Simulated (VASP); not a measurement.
**TaGeI: single point with PBE**

TaGeI:

```
Ta Ge I
1.0
     3.64835    0.00000    0.00000
     0.00000    3.64835    0.00000
     0.00000    0.00000   10.77212
Ta Ge I
2 2 2
Cartesian
  1.8242 0.0000 1.9701
  0.0000 1.8242 8.8020
  1.8242 1.8242 0.0000
  0.0000 0.0000 0.0000
  1.8242 0.0000 7.2717
  0.0000 1.8242 3.5004
```

```
Program                : VASP 6.6.1
Task                   : single point
Functional             : PBE
Potentials or basis    : VASP PAW PBE potentials, release 64 (Ta_pv, Ge_d, I)
Cutoff                 : 520 eV
k mesh                 : 4 × 4 × 4
Occupations            : gaussian, width 0.1 eV
Spin                   : no spin polarisation
Dipole correction      : no
Further INCAR settings : ALGO = Normal; EDIFF = 1e-06; NBANDS = 41
```

```json
{
  "Pressure": "0.1 GPa",
  "Largest force": "0.016 eV/Å",
  "Band gap on the k mesh": "zero (band 32 reaches 6.85 eV, above the bottom of band 33 at 6.76 eV)"
}
```

Forces on the atoms (eV/Å):
```
Ta   0.000  0.000  0.010
Ta   0.000  0.000 -0.010
Ge   0.000  0.000  0.000
Ge   0.000  0.000  0.000
I    0.000  0.000 -0.016
I    0.000  0.000  0.016
```

Stress tensor (GPa, compression positive):
```
0.08 0.00 0.00
0.00 0.08 0.00
0.00 0.00 0.19
```

Levels at points of the mesh, in eV from the Fermi level:
```
           k point  band 30  band 31  band 32  band 33  band 34  band 35
(0.00, 0.00, 0.00)    -2.96    -0.55    -0.36     0.29     0.79     0.86
(0.50, 0.00, 0.00)    -1.56    -1.37    -1.37     1.06     1.06     1.83
(0.50, 0.50, 0.00)    -2.74    -0.04    -0.04     1.40     1.40     1.97
(0.00, 0.00, 0.50)    -2.95    -0.69     0.03     0.30     0.79     0.84
(0.50, 0.00, 0.50)    -1.60    -1.36    -1.36     1.04     1.04     1.81
(0.50, 0.50, 0.50)    -2.74    -0.36    -0.36     1.87     1.87     1.97
```

Run time: 100 s on 1 thread of Intel(R) Xeon(R) Platinum 8259CL CPU @ 2.50GHz (Skylake/Cascade Lake), with other jobs on the host, peak memory 0.29 GiB.

Caveat: the k points lie up to 0.43 Å⁻¹ apart; spin-orbit coupling is left out, which moves the levels of the heavy elements; this functional lacks dispersion, which binds the layers, so the pressure and a relaxed spacing across them are unreliable.
